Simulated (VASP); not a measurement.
Set up this calculation in VASP 6.6.1, as the native input.

```
Task                   : relaxation of cell and atoms
Functional             : r2SCAN
Potentials or basis    : VASP PAW PBE potentials, release 64 (Ta_pv, N)
Cutoff                 : 600 eV
k mesh                 : 10 × 10 × 6
Occupations            : fermi-dirac, width 0.05 eV
Spin                   : no spin polarisation
Hubbard terms          : Ta d U = 8.0 eV
Dipole correction      : no
Further INCAR settings : ALGO = Normal; EDIFF = 1e-06; IBRION = 2; EDIFFG = -0.01; NSW = 60; ISIF = 3
```

Crystal: TaN.

```xyz
4
Lattice="3.0500 0.0000 0.0000 -1.5250 2.6414 0.0000 0.0000 0.0000 4.9400" Properties=species:S:1:pos:R:3 pbc="T T T"
Ta    0.0000    1.7609    0.0000
Ta    1.5250    0.8805    2.4700
N     0.0000    1.7609    1.9019
N     1.5250    0.8805    4.3719
```

One way to write it, as run:

POSCAR

```
TaN
1.0
    3.0500020400      0.0000000000      0.0000000000
   -1.5250010200      2.6413792500      0.0000000000
    0.0000000000      0.0000000000      4.9400015300
Ta N
2 2
Direct
    0.3333333333      0.6666666667      0.0000000000
    0.6666666667      0.3333333333      0.5000000000
    0.3333333333      0.6666666667      0.3850000000
    0.6666666667      0.3333333333      0.8850000000
```

INCAR.step1

```
SYSTEM = TaN
ALGO = Normal ; EDIFF = 1E-4
ENCUT = 600 ; GGA = PE
ISMEAR = -1 ; LASPH = .True.
LCHARG = .False. ; LDAU = .True.
LDAUJ = 0 0 ; LDAUL = 2 -1
LDAUTYPE = 2 ; LDAUU = 8 0
LMAXMIX = 4 ; LREAL = .False.
LWAVE = .True. ; NELM = 150
PREC = Accurate ; SIGMA = 0.05
```

INCAR.step2

```
SYSTEM = TaN
ALGO = Normal ; EDIFF = 1E-6
EDIFFG = -0.01 ; ENCUT = 600
IBRION = 2 ; ISIF = 3
ISMEAR = -1 ; ISTART = 1
LASPH = .True. ; LCHARG = .False.
LDAU = .True. ; LDAUJ = 0 0
LDAUL = 2 -1 ; LDAUPRINT = 1
LDAUTYPE = 2 ; LDAUU = 8 0
LMAXMIX = 4 ; LMIXTAU = .True.
LREAL = .False. ; LWAVE = .False.
METAGGA = R2SCAN ; NELM = 150
NSW = 60 ; PREC = Accurate
SIGMA = 0.05
```

KPOINTS

```
k-points
0
Gamma
  10 10 6
  0 0 0
```

Potentials or basis: VASP PAW PBE potentials, release 64 (Ta_pv, N).

The run is started by

```sh
$ cat potpaw_PBE.64/Ta_pv/POTCAR potpaw_PBE.64/N/POTCAR > POTCAR
$ cp INCAR.step1 INCAR
$ mpirun -np 1 vasp_std > vasp.out
$ cp INCAR.step2 INCAR
$ mpirun -np 1 vasp_std > vasp.out
```

Results of the run:

```yaml
Relaxed_volume: 13.99 Å³/atom
Relaxed_cell: a = 3.216 Å, b = 3.216 Å, c = 6.250 Å, α = 90.00°, β = 90.00°, γ = 120.00°
Space_group_after_relaxing_to_0.1_Å: P6_3mc (No. 186)
Pressure_after_relaxing: 0.0 GPa
Band_gap_on_the_k_mesh: 0.41 eV (least direct gap 0.44 eV)
```

Caveat: the volume moved by over 15 % at a fixed basis, so the end points are rough; the PAW data sets were made with another functional, which shifts forces and pressure a little; spin-orbit coupling is left out, which moves the levels of the heavy elements.

It took 83 min on 1 thread of Intel Xeon 8259CL (shared host), peak memory 0.22 GiB.
